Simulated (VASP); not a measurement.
# Li2Se (Fm-3m) in VASP: a series of runs, part 2 of 2

VASP 6.6.1. The steps go on from the part before.

## (4) Relaxation of cell and atoms, PBE

This run uses another cell than the first one, of 18.05 Å³/atom, 0.971 times its volume.

The input, INCAR:

```
PREC     = Accurate       # precision mode
ENCUT    = 750            # plane-wave cutoff, eV
EDIFF    = 1E-7           # SCF threshold, eV
ISMEAR   = 0              # smearing method
SIGMA    = 0.02           # smearing width, eV
LREAL    = F              # projectors in reciprocal space
LASPH    = T              # aspherical terms in the spheres
NELM     = 120            # most SCF steps
ALGO     = Normal         # electronic algorithm
ISIF     = 3              # what is computed and relaxed
LWAVE    = F              # write WAVECAR
LCHARG   = F              # write CHGCAR
GGA      = PE             # functional
IBRION   = 2              # ionic algorithm
NSW      = 100            # ionic steps
EDIFFG   = -0.005         # ionic threshold
GGA_COMPAT= F            
NELMIN   = 4
```

The input, KPOINTS:

```
Automatic mesh
0
Gamma
  8 8 8
```

The input, POSCAR:

```
Li2Se
1.0
    0.0000000000      3.0025000000      3.0025000000
    3.0025000000      0.0000000000      3.0025000000
    3.0025000000      3.0025000000      0.0000000000
Li Se
2 1
Direct
    0.2500000000      0.2500000000      0.2500000000
    0.7500000000      0.7500000000      0.7500000000
    0.0000000000      0.0000000000      0.0000000000
```

Potentials or basis: VASP PAW PBE potentials, release 64 (Li_sv, Se).

Command:

```console
$ cat potpaw_PBE.64/Li_sv/POTCAR potpaw_PBE.64/Se/POTCAR > POTCAR
$ mpirun -np 1 vasp_std > vasp.out
```

OUTCAR:

```text
PREC = Accurate
   ENCUT = 750
   EDIFF = 1E-7
   ISMEAR = 0
   LREAL = F
   LASPH = T
   NELM = 120
   ISIF = 3
   GGA = PE
   IBRION = 2
   NSW = 100
   EDIFFG = -0.005
   NELMIN = 4

 ion  position               nearest neighbor table
   1  0.250  0.250  0.250-   3 2.60   3 2.60   3 2.60   3 2.60
   2  0.750  0.750  0.750-   3 2.60   3 2.60   3 2.60   3 2.60
   3  0.000  0.000  0.000-   1 2.60   2 2.60   2 2.60   2 2.60   2 2.60   1 2.60   1 2.60   1 2.60

  LATTYP: Found a face centered cubic cell.
[... 501 lines left out ...]
      8       6.7509      0.00000
      9       8.6355      0.00000
     10       9.3587      0.00000

 [... further k-points ...]
[... 5 lines left out ...]
  --------------------------------------------------------------------------------------
  -------------------------------------------------------------------------------------
  Total       -0.0140548     -0.0140548     -0.0140548      0.0000000     -0.0000000      0.0000000
  in kB       -0.4159638     -0.4159638     -0.4159638      0.0000000     -0.0000000      0.0000000
  external PRESSURE =      -0.4159638 kB  Pullay stress =       0.0000000 kB

 VOLUME and BASIS-vectors are now :
 -----------------------------------------------------------------------------
  energy-cutoff  :      750.00
  volume of cell :       54.14
      direct lattice vectors                 reciprocal lattice vectors
     0.000000000  3.002500000  3.002500000    -0.166527893  0.166527893  0.166527893
     3.002500000  0.000000000  3.002500000     0.166527893 -0.166527893  0.166527893
     3.002500000  3.002500000  0.000000000     0.166527893  0.166527893 -0.166527893

 POSITION                                       TOTAL-FORCE (eV/Angst)
 -----------------------------------------------------------------------------------
      1.50125      1.50125      1.50125        -0.000000     -0.000000      0.000000
      4.50375      4.50375      4.50375         0.000000      0.000000     -0.000000
      0.00000      0.00000      0.00000        -0.000000     -0.000000      0.000000
 -----------------------------------------------------------------------------------
    total drift:                                0.000000     -0.000000      0.000000

  FREE ENERGIE OF THE ION-ELECTRON SYSTEM (eV)
  ---------------------------------------------------
  free  energy   TOTEN  =       -11.1310231112 eV

  energy  without entropy=      -11.1310231112  energy(sigma->0) =      -11.13102311

 reached required accuracy - stopping structural energy minimisation
```

CONTCAR:

```text
Li2Se
   1.00000000000000
     0.0000000000000000    3.0024999999999999    3.0024999999999999
     3.0024999999999999    0.0000000000000000    3.0024999999999999
     3.0024999999999999    3.0024999999999999    0.0000000000000000
  Li              Se
     2     1
Direct
     0.2500000000000000    0.2500000000000000    0.2500000000000000
     0.7500000000000000    0.7500000000000000    0.7500000000000000
     0.0000000000000000    0.0000000000000000    0.0000000000000000

  0.00000000E+00  0.00000000E+00  0.00000000E+00
  0.00000000E+00  0.00000000E+00  0.00000000E+00
  0.00000000E+00  0.00000000E+00  0.00000000E+00
```

Wall time 42 s (1 thread of Intel Xeon Platinum 8488C (Sapphire Rapids), shared host); peak memory 0.24 GiB.

Results:

| Property | Result |
| --- | --- |
| Free energy | -11.1310 eV |
| Pressure after relaxing | 0.0 GPa |
| Band gap on the k mesh | 2.98 eV, indirect (least direct gap 3.38 eV) |

Final structure:
```cif
data_structure
_symmetry_space_group_name_H-M 'P 1'
_symmetry_Int_Tables_number 1
_cell_length_a 4.2462
_cell_length_b 4.2462
_cell_length_c 4.2462
_cell_angle_alpha 60.000
_cell_angle_beta 60.000
_cell_angle_gamma 60.000
_cell_volume 54.14
loop_
_atom_site_label
_atom_site_type_symbol
_atom_site_fract_x
_atom_site_fract_y
_atom_site_fract_z
_atom_site_occupancy
Li1 Li 0.25000 0.25000 0.25000 1
Li2 Li 0.75000 0.75000 0.75000 1
Se1 Se 0.00000 0.00000 0.00000 1
```

Caveat: the relaxation stopped at its first step, so nothing moved.

## (5) The runs side by side

```csv
task,cell,gap on the mesh (eV),pressure (GPa)
single point,"a = 4.288 Å, angles 60.0°, 3 atoms",3.00,-1.0
single point,"a = 4.329 Å, angles 60.0°, 3 atoms",3.02,-1.8
relaxation of cell and atoms,"relaxed from a = 4.246 Å, angles 60.0°, 3 atoms",2.98,0.0
```

Alike in all rows: level PBE; potentials or basis VASP PAW PBE potentials, release 64 (Li_sv, Se); no spin polarisation; k mesh 8 × 8 × 8; cutoff (eV) 750; smearing gaussian 0.02 eV.

Caveats: the relaxation stopped at its first step, so nothing moved (some runs).

Total energies depend on the potentials used, so only differences within one code and one set of settings carry meaning.
